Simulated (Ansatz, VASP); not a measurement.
**One calculation of Ru, two programs**

The input INCAR:

```
SYSTEM = Ru
  PREC = Accurate
  ENCUT = 520
  EDIFF = 1E-6
  ISMEAR = 0
  SIGMA = 0.15
  LREAL = .False.
  LASPH = .True.
  NELM = 60
  ALGO = Fast
  ISIF = 2
  LWAVE = .False.
  LCHARG = .False.
  GGA = PE
  NBANDS = 21
```

KPOINTS

```
Automatic mesh
0
Gamma
  24 24 12
  0 0 0
```

File POSCAR:

```
Ru
1.0
    2.7057993342      0.0000000000      0.0000000000
   -1.3528996671      2.3432909610      0.0000000000
    0.0000000000      0.0000000000      4.2819000000
Ru
2
Direct
    0.2693207961      0.5386415921      0.2500000000
    0.6666666667      0.3333333333      0.7500000000
```

Input for Ansatz:

```yaml
crystal:
  lattice:
    - [2.7057993342, 0.0, 0.0]
    - [-1.3528996671, 2.343290961, 0.0]
    - [0.0, 0.0, 4.2819]
  atoms:
    - { symbol: Ru, position: [0.2693207961, 0.5386415921, 0.25] }
    - { symbol: Ru, position: [0.6666666667, 0.3333333333, 0.75] }
basis:
  ecutwfc: 420
kpoints:
  mp_grid: { grid: [24, 24, 12] }
hamiltonian:
  xc: pbe
scf:
  occupations: { method: gaussian, width: 0.15 }
output:
  forces: true
  stress: true
  eigenvalues: true
```

Alike in both runs: task single point; functional PBE; k mesh 24 × 24 × 12; occupations gaussian, width 0.15 eV; no spin polarisation.

```csv
,VASP,Ansatz
version,VASP 6.6.1,Ansatz 0.2.0
potentials or method,"VASP PAW PBE potentials, release 64 (Ru_pv), cutoff 520 eV","scalar-relativistic, plane waves, PAW"
valence electrons in the cell,28,32
```

Ansatz gave:

| Property | Result |
| --- | --- |
| gap on the k mesh at the Fermi level (eV) | none |
| pressure (GPa) | 8.4 |
| traceless stress, the component that is largest in VASP (GPa) | -8.47 |
| rms of the force components (eV/Å) | 1.250 |

Task: Which values does VASP return?

Result: gap on the k mesh at the Fermi level (eV): none; pressure (GPa): 8.3; traceless stress, the component that is largest in VASP (GPa): -8.52; rms of the force components (eV/Å): 1.247.

Atom by atom the forces differ by 0.003 eV/Å (rms over components). A gap of «none» marks a metal or a gap that the smearing closes. With one functional, cell and mesh, what is left measures potentials, basis and numerics. VASP's potentials hold 28 valence electrons a cell and Ansatz's 32, so a difference there can come from the potentials and not from the codes.
